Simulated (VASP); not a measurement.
# SiC (P6_3mc) in VASP: further runs

Runs on SiC. Level: PBEsol. Tasks: single point.

All numbers are computed with VASP 6.6.1; they aren't measurements. Logs are shortened: lines on timing, memory, paths and dates and some standing lists are left out, and cuts for length are marked.

### 1 The cell of the first run

It takes space group P6_3mc (No. 186, hexagonal). Conventional cell: a = 3.137 Å, b = 3.137 Å, c = 5.027 Å, α = 90.00°, β = 90.00°, γ = 120.00°. Within 2.5 Å of Si (site symmetry 3m) lie 4 C at 1.90 to 1.91 Å. Within 2.5 Å of C (site symmetry 3m) lie 4 Si at 1.90 to 1.91 Å.

### 2 Single point, PBEsol (in-plane strain +0.02, then relaxed in part)

INCAR reads:

```
SYSTEM = SiC
  ALGO = Normal
  EDIFF = 1E-6
  ENCUT = 520
  GGA = PS
  ISIF = 2
  ISMEAR = 0
  LASPH = .True.
  LCHARG = .False.
  LREAL = .False.
  LWAVE = .False.
  NBANDS = 16
  NELM = 100
  PREC = Accurate
  SIGMA = 0.01
```

KPOINTS reads:

```
k-points
0
Gamma
  8 8 6
  0 0 0
```

POSCAR reads:

```
SiC
1.0
    3.1372873959      0.0000000000      0.0000000000
   -1.5686436980      2.7169705838      0.0000000000
    0.0000000000      0.0000000000      5.0267861291
Si C
2 2
Direct
    0.3333333333      0.6666666667      0.0033337312
    0.6666666667      0.3333333333      0.5033337312
    0.3333333333      0.6666666667      0.3816662688
    0.6666666667      0.3333333333      0.8816662688
```

Potentials or basis: VASP PAW PBE potentials, release 64 (Si, C).

Started as:

```
> cat potpaw_PBE.64/Si/POTCAR potpaw_PBE.64/C/POTCAR > POTCAR
> mpirun -np 1 vasp_std > vasp.out
```

OUTCAR:

```text
SYSTEM = SiC
   EDIFF = 1E-6
   ENCUT = 520
   GGA = PS
   ISIF = 2
   ISMEAR = 0
   LASPH = .True.
   LREAL = .False.
   NELM = 100
   PREC = Accurate

 ion  position               nearest neighbor table
   1  0.333  0.667  0.003-   3 1.90   4 1.91   4 1.91   4 1.91   2 3.10   2 3.10   2 3.10   2 3.10
                             2 3.10   2 3.10
   2  0.667  0.333  0.503-   4 1.90   3 1.91   3 1.91   3 1.91   1 3.10   1 3.10   1 3.10   1 3.10
                             1 3.10   1 3.10
   3  0.333  0.667  0.382-   1 1.90   2 1.91   2 1.91   2 1.91
   4  0.667  0.333  0.882-   2 1.90   1 1.91   1 1.91   1 1.91

  LATTYP: Found a hexagonal cell.
 ALAT       =     3.1372873959
 C/A-ratio  =     1.6022714832

  Lattice vectors:

 A1 = (   3.1372873959,   0.0000000000,   0.0000000000)
 A2 = (  -1.5686436980,   2.7169705838,   0.0000000000)
 A3 = (   0.0000000000,   0.0000000000,   5.0267861291)

Analysis of symmetry for initial positions (statically):
=====================================================================
 Subroutine PRICEL returns:
 Original cell was already a primitive cell.

 Routine SETGRP: Setting up the symmetry group for a
 hexagonal supercell.

 Subroutine GETGRP returns: Found 12 space group operations
 (whereof  6 operations were pure point group operations)
 out of a pool of 24 trial point group operations.

The static configuration has the point symmetry C_3v.
 The point group associated with its full space group is C_6v.

Analysis of symmetry for dynamics (positions and initial velocities):
=====================================================================
 Subroutine PRICEL returns:
 Original cell was already a primitive cell.

 Routine SETGRP: Setting up the symmetry group for a
 hexagonal supercell.

 Subroutine GETGRP returns: Found 12 space group operations
 (whereof  6 operations were pure point group operations)
 out of a pool of 24 trial point group operations.

The dynamic configuration has the point symmetry C_3v.
 The point group associated with its full space group is C_6v.

 Subroutine INISYM returns: Found 12 space group operations
 (whereof  6 operations are pure point group operations),
 and found     1 'primitive' translations

----------------------------------------------------------------------------------------

                                     Primitive cell

  volume of cell :      42.8479

  direct lattice vectors                    reciprocal lattice vectors
     3.137287396  0.000000000  0.000000000     0.318746699  0.184028492  0.000000000
    -1.568643698  2.716970584  0.000000000     0.000000000  0.368056984  0.000000000
     0.000000000  0.000000000  5.026786129     0.000000000  0.000000000  0.198934264

  length of vectors
     3.137287396  3.137287396  5.026786129     0.368056984  0.368056984  0.198934264

  position of ions in fractional coordinates (direct lattice)
     0.333333333  0.666666667  0.003333731
     0.666666667  0.333333333  0.503333731
     0.333333333  0.666666667  0.381666269
     0.666666667  0.333333333  0.881666269

  ion indices of the primitive-cell ions
   primitive index   ion index
                 1           1
                 2           2
                 3           3
                 4           4

----------------------------------------------------------------------------------------

 KPOINTS: k-points

Automatic generation of k-mesh.
 Grid dimensions read from file:
 generate k-points for:    8    8    6

 Generating k-lattice:

  Cartesian coordinates                     Fractional coordinates (reciprocal lattice)
     0.039843337  0.023003562  0.000000000     0.125000000 -0.000000000  0.000000000
     0.000000000  0.046007123  0.000000000     0.000000000  0.125000000  0.000000000
     0.000000000  0.000000000  0.033155711     0.000000000  0.000000000  0.166666667

  Length of vectors
     0.046007123  0.046007123  0.033155711

  Shift w.r.t. Gamma in fractional coordinates (k-lattice)
     0.000000000  0.000000000  0.000000000

 Subroutine IBZKPT returns following result:
 ===========================================

 Found     40 irreducible k-points:

 Following reciprocal coordinates:
            Coordinates               Weight
  0.000000  0.000000  0.000000      1.000000
  0.125000 -0.000000  0.000000      6.000000
  0.250000 -0.000000  0.000000      6.000000
  0.375000  0.000000  0.000000      6.000000
  0.500000 -0.000000  0.000000      3.000000
  0.125000  0.125000  0.000000      6.000000
[... 16 lines left out ...]
  0.250000 -0.000000  0.333333     12.000000
  0.375000  0.000000  0.333333     12.000000
 [... further k-points ...]
   k-points           NKPTS =     40   k-points in BZ     NKDIM =     40   number of bands    NBANDS=     16
   number of dos      NEDOS =    301   number of ions     NIONS =      4
   total plane-waves  NPLWV =  23040
   dimension x,y,z NGX =    24 NGY =   24 NGZ =   40
   dimension x,y,z NGXF=    48 NGYF=   48 NGZF=   80
   ions per type =               2   2
   NGX,Y,Z   is equivalent  to a cutoff of  12.72, 12.72, 13.23 a.u.
   NGXF,Y,Z  is equivalent  to a cutoff of  25.44, 25.44, 26.46 a.u.
 SYSTEM =  SiC
   PREC   = accura    normal or accurate (medium, high low for compatibility)
   ISTART =      0    job   : 0-new  1-cont  2-samecut
   ICHARG =      2    charge: 1-file 2-atom 10-const
   ISPIN  =      1    spin polarized calculation?
   LNONCOLLINEAR =      F non collinear calculations
   LSORBIT =      F    spin-orbit coupling
   LASPH  =      T    aspherical Exc in radial PAW
   ENCUT  =  520.0 eV  38.22 Ry    6.18 a.u.   5.83  5.83  9.35*2*pi/ulx,y,z
   NELM   =    100;   NELMIN=  2; NELMDL= -5     # of ELM steps
   EDIFF  = 0.1E-05   stopping-criterion for ELM
   LREAL  =      F    real-space projection
   EDIFFG = 0.1E-04   stopping-criterion for IOM
   NSW    =      0    number of steps for IOM
   IBRION =     -1    ionic relax: 0-MD 1-quasi-New 2-CG
   NFREE  =      0    steps in history (QN), initial steepest desc. (CG)
   ISIF   =      2    stress and relaxation
   ISYM   =      2    0-nonsym 1-usesym 2-fastsym
   POTIM  = 0.5000    time-step for ionic-motion
   TEBEG  =    0.0;   TEEND  =   0.0 temperature during run
   PSTRESS=    0.0 pullay stress
   NELECT =      16.0000    total number of electrons
   NUPDOWN=      -1.0000    fix difference up-down
   EMIN   =  10.00;   EMAX   =-10.00  energy-range for DOS
   EFERMI =   0.00;   METHOD = LEGACY
   ISMEAR =     0;   SIGMA  =   0.01  broadening in eV -4-tet -1-fermi 0-gaus
   EFERMI_NEDOS =   21; number of points for ismear=-14 and -15
   IALGO  =     38    algorithm
   IMIX   =      4    mixing-type and parameters
     AMIX     =   0.40;   BMIX     =  1.00
     AMIX_MAG =   1.60;   BMIX_MAG =  1.00
  volume/ion in A,a.u.               =      10.71        72.29
  Fermi-wavevector in a.u.,A,eV,Ry     =   1.178885  2.227770 18.908981  1.389771
  Thomas-Fermi vector in A             =   2.315206
   LORBIT       =      0    0 simple, 1 ext, 2 COOP (PROOUT), +10 PAW based schemes
   GGA     = PS    functional components
   LHFCALC =     F    Hartree Fock is set to
   AEXX    =    0.0000 exact exchange contribution
   IVDW    =     0    specifies the selected vdW correction
   LEPSILON=     F    determine dielectric tensor
   LRPA    =     F    only Hartree local field effects (RPA)
 non-spin polarized calculation
 Gauss-broadening in eV      SIGMA  =   0.01
  energy-cutoff  :      520.00
  volume of cell :       42.85
 maximum number of plane-waves:      1182
 NGX is ok and might be reduce to    24
   NGX = 11   NGY = 11   NGZ = 19

 number of electron      16.0000001 magnetization

 Free energy of the ion-electron system (eV)
  ---------------------------------------------------
  ext. energy  EPLUGINS =         0.00000000
  ---------------------------------------------------
  free energy    TOTEN  =       -31.76527296 eV

  energy without entropy =      -31.76527296  energy(sigma->0) =      -31.76527296

 E-fermi :   7.9377     XC(G=0): -11.3460

 val. band max:        7.8557137539   @ k =   0.0000   0.0000   0.0000
 cond. band min:      10.2209911154   @ k =   0.5000  -0.0000   0.0000
 fundamental gap:      2.3652773616
 Fermi energy:         7.9377232563

 k-point     1 :       0.0000    0.0000    0.0000
  band No.  band energies     occupation
      1      -7.4983      2.00000
      2      -3.8465      2.00000
      3      -0.6723      2.00000
      4       6.3444      2.00000
      5       6.3444      2.00000
      6       7.7604      2.00000
[... 8 lines left out ...]
     15      16.3964      0.00000
     16      18.8718      0.00000

 k-point     2 :       0.1250   -0.0000    0.0000
  band No.  band energies     occupation
      1      -7.2392      2.00000
      2      -3.6302      2.00000
      3      -0.4379      2.00000
      4       4.9828      2.00000
      5       5.9265      2.00000
      6       6.8086      2.00000
[... 8 lines left out ...]
     15      17.0096      0.00000
     16      17.4088      0.00000

 k-point     3 :       0.2500   -0.0000    0.0000
  band No.  band energies     occupation
      1      -6.4792      2.00000
      2      -3.0415      2.00000
      3       0.1908      2.00000
      4       2.6656      2.00000
      5       4.8778      2.00000
      6       5.1781      2.00000
[... 8 lines left out ...]
     15      17.5076      0.00000
     16      18.1727      0.00000

 k-point     4 :       0.3750    0.0000    0.0000
  band No.  band energies     occupation
      1      -5.3041      2.00000
      2      -2.4914      2.00000
      3       0.2631      2.00000
      4       1.7644      2.00000
      5       2.9045      2.00000
      6       4.6099      2.00000
[... 8 lines left out ...]
     15      18.7625      0.00000
     16      19.4209      0.00000

 k-point     5 :       0.5000   -0.0000    0.0000
  band No.  band energies     occupation
      1      -4.3306      2.00000
      2      -2.8446      2.00000
      3       0.1932      2.00000
      4       1.7005      2.00000
      5       2.4658      2.00000
      6       4.4060      2.00000
[... 8 lines left out ...]
     15      18.0441      0.00000
     16      19.8964      0.00000

 k-point     6 :       0.1250    0.1250    0.0000
  band No.  band energies     occupation
      1      -6.7290      2.00000
      2      -3.2243      2.00000
      3       0.0019      2.00000
      4       3.5221      2.00000
      5       4.6897      2.00000
      6       5.8816      2.00000
[... 8 lines left out ...]
     15      17.4120      0.00000
     16      17.6399      0.00000
[... 267 lines left out ...]
 k-point    21 :       0.0000    0.0000    0.3333
  band No.  band energies     occupation
      1      -6.9519      2.00000
      2      -5.3996      2.00000
      3       1.7382      2.00000
      4       5.5379      2.00000
      5       6.6542      2.00000
      6       6.6542      2.00000
[... 8 lines left out ...]
     15      15.5639      0.00000
     16      17.7077      0.00000

 k-point    22 :       0.1250   -0.0000    0.3333
  band No.  band energies     occupation
      1      -6.6960      2.00000
      2      -5.1566      2.00000
      3       1.8825      2.00000
      4       5.2450      2.00000
      5       5.4626      2.00000
      6       6.2760      2.00000
[... 8 lines left out ...]
     15      16.1040      0.00000
     16      18.0232      0.00000

 k-point    23 :       0.2500   -0.0000    0.3333
  band No.  band energies     occupation
      1      -5.9479      2.00000
      2      -4.4580      2.00000
      3       1.8334      2.00000
      4       3.5308      2.00000
      5       3.8217      2.00000
      6       5.5728      2.00000
[... 8 lines left out ...]
     15      17.7078      0.00000
     16      18.1622      0.00000

 k-point    24 :       0.3750    0.0000    0.3333
  band No.  band energies     occupation
      1      -4.8053      2.00000
      2      -3.4798      2.00000
      3       0.2737      2.00000
      4       1.5437      2.00000
      5       3.9577      2.00000
      6       5.0266      2.00000
[... 8 lines left out ...]
     15      19.1605      0.00000
     16      19.2468      0.00000

 [... further k-points ...]
[... 5 lines left out ...]
  --------------------------------------------------------------------------------------
  -------------------------------------------------------------------------------------
  Total       -2.8729116     -2.8729116      0.1146727      0.0000000      0.0000000     -0.0000000
  in kB     -107.4244643   -107.4244643      4.2878621      0.0000000      0.0000000     -0.0000000
  external PRESSURE =     -70.1870222 kB  Pullay stress =       0.0000000 kB

 VOLUME and BASIS-vectors are now :
 -----------------------------------------------------------------------------
  energy-cutoff  :      520.00
  volume of cell :       42.85
      direct lattice vectors                 reciprocal lattice vectors
     3.137287396  0.000000000  0.000000000     0.318746699  0.184028492  0.000000000
    -1.568643698  2.716970584  0.000000000     0.000000000  0.368056984  0.000000000
     0.000000000  0.000000000  5.026786129     0.000000000  0.000000000  0.198934264

 POSITION                                       TOTAL-FORCE (eV/Angst)
 -----------------------------------------------------------------------------------
     -0.00000      1.81131      0.01676        -0.000000      0.000000     -0.001588
      1.56864      0.90566      2.53015         0.000000      0.000000     -0.001588
     -0.00000      1.81131      1.91855         0.000000     -0.000000      0.001588
      1.56864      0.90566      4.43195        -0.000000     -0.000000      0.001588
 -----------------------------------------------------------------------------------
    total drift:                               -0.000000      0.000000      0.000264

  FREE ENERGIE OF THE ION-ELECTRON SYSTEM (eV)
  ---------------------------------------------------
  free  energy   TOTEN  =       -31.7652729609 eV

  energy  without entropy=      -31.7652729609  energy(sigma->0) =      -31.76527296
```

Run time: 34 s. Hardware: 1 thread of Intel Xeon 8259CL, shared host; peak memory 0.16 GiB.

What came out:

- Free energy: -31.7653 eV
- Pressure: -7.0 GPa
- Band gap on the k mesh: 2.37 eV (least direct gap 3.59 eV)

Stress tensor (GPa, compression positive):
```
-10.74   0.00   0.00
  0.00 -10.74   0.00
  0.00   0.00   0.43
```

Levels at points of the mesh, in eV from the valence-band top:
| k point | band 5 | band 6 | band 7 | band 8 | band 9 | band 10 | band 11 | band 12 |
| --- | --- | --- | --- | --- | --- | --- | --- | --- |
| (0.00, 0.00, 0.00) | -1.51 | -0.10 | -0.10 | 0.00 | 4.03 | 5.95 | 6.16 | 6.16 |
| (0.50, 0.00, 0.00) | -5.39 | -3.45 | -3.26 | -1.22 | 2.37 | 4.21 | 6.47 | 6.82 |
| (0.00, 0.00, 0.50) | -0.87 | -0.87 | -0.87 | -0.87 | 5.20 | 5.20 | 6.87 | 6.87 |
| (0.50, 0.00, 0.50) | -2.54 | -2.54 | -2.22 | -2.22 | 3.11 | 3.11 | 5.06 | 5.06 |

Caveat: the cell differs from its parent crystal (in-plane strain +0.02, then relaxed in part); the stress differs along the axes, from -11 to 0 GPa; the PAW data sets were made with another functional, which shifts forces and pressure a little.

### 3 Single point, PBEsol (film at in-plane strain +0.02)

INCAR reads:

```
  PREC = Accurate
  ENCUT = 520
  EDIFF = 1E-6
  ISMEAR = 0
  SIGMA = 0.01
  LREAL = False
  LASPH = True
  NELM = 60
  ALGO = Normal
  ISIF = 2
  LWAVE = False
  LCHARG = False
  GGA = PS
  NBANDS = 16
```

KPOINTS reads:

```
regular mesh
0
Gamma
  8 8 6
```

POSCAR is that of step 2.

Potentials or basis: VASP PAW PBE potentials, release 64 (Si, C).

Started as:

```
> cat potpaw_PBE.64/Si/POTCAR potpaw_PBE.64/C/POTCAR > POTCAR
> mpirun -np 1 vasp_std > vasp.out
```

Run time: 32 s. Hardware: 1 thread of Intel Xeon 8259CL, shared host; peak memory 0.16 GiB.

The run converged. Its results:

```yaml
Free_energy: -31.7653 eV
Pressure: -7.0 GPa
Band_gap_on_the_k_mesh: 2.37 eV (least direct gap 3.59 eV)
```

Stress tensor (GPa, compression positive):
```
-10.74   0.00   0.00
  0.00 -10.74   0.00
  0.00   0.00   0.43
```

Levels at points of the mesh, in eV from the valence-band top:
| k point | band 5 | band 6 | band 7 | band 8 | band 9 | band 10 | band 11 | band 12 |
| --- | --- | --- | --- | --- | --- | --- | --- | --- |
| (0.00, 0.00, 0.00) | -1.51 | -0.10 | -0.10 | 0.00 | 4.03 | 5.95 | 6.16 | 6.16 |
| (0.50, 0.00, 0.00) | -5.39 | -3.45 | -3.26 | -1.22 | 2.37 | 4.21 | 6.47 | 6.82 |
| (0.00, 0.00, 0.50) | -0.87 | -0.87 | -0.87 | -0.87 | 5.20 | 5.20 | 6.87 | 6.87 |
| (0.50, 0.00, 0.50) | -2.54 | -2.54 | -2.22 | -2.22 | 3.11 | 3.11 | 5.06 | 5.06 |

Caveat: the cell differs from its parent crystal (film at in-plane strain +0.02); the stress differs along the axes, from -11 to 0 GPa; the PAW data sets were made with another functional, which shifts forces and pressure a little. A k mesh can miss the band edges.

### 4 Single point, PBEsol

This run uses another cell than the first one, of 10.34 Å³/atom.

INCAR reads:

```
SYSTEM = SiC
PREC = Accurate ; ENCUT = 520
EDIFF = 1E-6 ; ISMEAR = -1
SIGMA = 0.1 ; LREAL = .FALSE.
LASPH = .TRUE. ; NELM = 80
ALGO = Normal ; ISIF = 2
LWAVE = .FALSE. ; LCHARG = .FALSE.
GGA = PS ; NBANDS = 16
```

KPOINTS reads:

```
regular mesh
0
G
  12 12 6
  0 0 0
```

POSCAR reads:

```
SiC
1.0
    3.0757719568      0.0000000000      0.0000000000
   -1.5378859784      2.6636966508      0.0000000000
    0.0000000000      0.0000000000      5.0475313053
Si C
2 2
Direct
    0.3333333333      0.6666666667      0.0045931152
    0.6666666667      0.3333333333      0.5045931152
    0.3333333333      0.6666666667      0.3804068848
    0.6666666667      0.3333333333      0.8804068848
```

Started as:

```
> cat potpaw_PBE.64/Si/POTCAR potpaw_PBE.64/C/POTCAR > POTCAR
> mpirun -np 1 vasp_std > vasp.out
```

Run time: 59 s. Hardware: 1 thread of Intel Xeon 8259CL, shared host; peak memory 0.18 GiB.

It converged, with:

* Free energy: -31.8222 eV
* Pressure: 0.4 GPa
* Band gap on the k mesh: 2.11 eV (least direct gap 3.85 eV)

Levels at points of the mesh, in eV from the valence-band top:
```csv
k point,band 5,band 6,band 7,band 8,band 9,band 10,band 11,band 12
"(0.00, 0.00, 0.00)",-1.32,-0.11,0.00,0.00,4.74,6.15,6.59,6.59
"(0.50, 0.00, 0.00)",-5.48,-3.34,-3.34,-1.20,2.65,4.12,6.80,7.04
"(0.00, 0.00, 0.50)",-0.72,-0.72,-0.72,-0.72,5.83,5.83,7.27,7.27
"(0.50, 0.00, 0.50)",-2.46,-2.46,-2.34,-2.34,3.17,3.17,5.16,5.16
```

Caveat: the PAW data sets were made with another functional, which shifts forces and pressure a little.
